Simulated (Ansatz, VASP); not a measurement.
## Two plane-wave programs on ZnSe

The input POSCAR:

```
ZnSe
1.0
    0.0000000000      2.9610092820      2.9610092820
    2.9610092820      0.0000000000      2.9610092820
    2.9610092820      2.9610092820      0.0000000000
Zn Se
1 1
Direct
    0.0000000000      0.0000000000      0.0000000000
    0.7500000000      0.7500000000      0.7500000000
```

Contents of INCAR.step1:

```
PREC = Accurate ; ENCUT = 520
ISMEAR = 0 ; SIGMA = 0.02
LREAL = False ; LASPH = True
NELM = 60 ; NBANDS = 16
GGA = PE ; ALGO = Normal
EDIFF = 1E-4 ; LWAVE = True
LCHARG = False
```

The input INCAR.step2:

```
PREC = Accurate ; ENCUT = 520
EDIFF = 1E-7 ; ISMEAR = 0
SIGMA = 0.02 ; LREAL = False
LASPH = True ; NELM = 60
ALGO = Normal ; ISIF = 2
LWAVE = False ; LCHARG = True
METAGGA = R2SCAN ; LMIXTAU = True
LELF = True ; LVHAR = True
NBANDS = 16 ; ISTART = 1
```

The input KPOINTS:

```
regular mesh
0
Gamma
  8 8 8
```

Input for Ansatz:

```yaml
crystal:
  lattice:
    - [0.0, 2.961009282, 2.961009282]
    - [2.961009282, 0.0, 2.961009282]
    - [2.961009282, 2.961009282, 0.0]
  atoms:
    - { symbol: Zn, position: [0.0, 0.0, 0.0] }
    - { symbol: Se, position: [0.75, 0.75, 0.75] }
basis:
  ecutwfc: 500
kpoints:
  mp_grid: { grid: [8, 8, 8] }
hamiltonian:
  xc: r2scan
scf:
  occupations: { method: gaussian, width: 0.02 }
output:
  forces: true
  stress: true
  eigenvalues: true
```

Alike in both runs: task single point; functional r2SCAN; k mesh 8 × 8 × 8; occupations gaussian, width 0.02 eV; no spin polarisation.

```csv
,VASP,Ansatz
version,VASP 6.6.1,Ansatz 0.2.0
potentials or method,"VASP PAW PBE potentials, release 64 (Zn, Se), cutoff 520 eV","scalar-relativistic, plane waves, PAW"
valence electrons in the cell,18,28
```

|  | VASP | Ansatz | Ansatz less VASP |
| --- | --- | --- | --- |
| gap on the k mesh at the Fermi level (eV) | 1.32 | 1.32 | +0.003 |
| least direct gap on the mesh (eV) | 1.32 | 1.32 | +0.003 |
| pressure (GPa) | -6.4 | -6.5 | -0.07 |

VASP's potentials were made for PBE, not for r2SCAN. With one functional, cell and mesh, what is left measures potentials, basis and numerics. VASP's potentials hold 18 valence electrons a cell and Ansatz's 28, so a difference there can come from the potentials and not from the codes.
